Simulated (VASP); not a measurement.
Set up this calculation in VASP 6.6.1, as the native input.

```yaml
Task: relaxation of the atoms
Functional: PBEsol
Potentials_or_basis: VASP PAW PBE potentials, release 64 (Mo_sv)
Cutoff: 520 eV
k_mesh: 13 × 13 × 1
Occupations: fermi-dirac, width 0.08 eV
Spin: no spin polarisation
Dipole_correction: yes
Further_INCAR_settings: ALGO = Normal; EDIFF = 1e-06; IBRION = 2; EDIFFG = -0.01; NSW = 32
```

The structure of Mo lies in POSCAR:

```
Mo
1.0
    2.7101533902      0.0000000000      0.0000000000
   -0.9033844634      2.5551571203      0.0000000000
    0.0000000000      0.0000000000     24.8513000000
Mo
5
Direct
    0.0000000000      0.0000000000      0.3255912990
    0.5000000000      0.5000000000      0.4104906717
    0.0000000000      0.0000000000      0.4999999993
    0.5000000000      0.5000000000      0.5895093296
    0.0000000000      0.0000000000      0.6744087003
```

One way to write it, as run:

INCAR

```
SYSTEM = Mo
ALGO = Normal
DIPOL = 0.5 0.5 0.500
EDIFF = 1E-6
EDIFFG = -0.01
ENCUT = 520
GGA = PS
IBRION = 2
IDIPOL = 3
ISIF = 2
ISMEAR = -1
KPAR = 4
LASPH = .TRUE.
LCHARG = .FALSE.
LDIPOL = .TRUE.
LREAL = .FALSE.
LWAVE = .FALSE.
NELM = 60
NSW = 32
PREC = Accurate
SIGMA = 0.08
```

KPOINTS

```
k-points
0
G
  13 13 1
  0 0 0
```

Potentials or basis: VASP PAW PBE potentials, release 64 (Mo_sv).

The run is started by

```bash
$ cat potpaw_PBE.64/Mo_sv/POTCAR > POTCAR
$ mpirun -np 4 vasp_std > vasp.out
```

Results of the run:

| Item | Value |
| --- | --- |
| Energy gained by relaxing | 0.0 meV/atom |
| Ionic steps | 6 |
| Band gap on the k mesh | zero (bands 35 and 36 overlap by 2.30 eV) |

Run time: 3.5 min on 4 MPI ranks on Intel(R) Xeon(R) 6975P-C (Granite Rapids), on a shared host, peak memory 0.42 GiB a rank.
